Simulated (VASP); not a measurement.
Here is a VASP 6.6.1 calculation.

INCAR

```
SYSTEM = Cd
  PREC = Accurate
  ENCUT = 520
  EDIFF = 1E-7
  ISMEAR = -1
  SIGMA = 0.1
  LREAL = .FALSE.
  LASPH = .TRUE.
  NELM = 100
  ALGO = Normal
  ISIF = 2
  LWAVE = .FALSE.
  LCHARG = .FALSE.
  GGA = PE
  NBANDS = 19
```

File KPOINTS:

```
regular mesh
0
G
  14 14 14
  0 0 0
```

Contents of POSCAR:

```
Cd
1.0
   -2.8865860988      2.8865860988      1.4740878780
    2.8865860988     -2.8865860988      1.4740878780
    2.8865860988      2.8865860988     -1.4740878780
Cd
2
Direct
   -0.3750000000     -0.1250000000     -0.2500000000
    0.3750000000      0.1250000000      0.2500000000
```

Potentials or basis: VASP PAW PBE potentials, release 64 (Cd).

The run is started by

```console
$ cat potpaw_PBE.64/Cd/POTCAR > POTCAR
$ mpirun -np 1 vasp_std > vasp.out
```

Problem. What does it give for the band gap on the k mesh?

Solution. Zero (band 12 reaches 5.14 eV, above the bottom of band 13 at -0.32 eV).

Problem. Predict the pressure.

Solution. 2.1 GPa.

Stress tensor (GPa, compression positive):
```
2.10 0.00 0.00
0.00 2.10 0.00
0.00 0.00 2.19
```
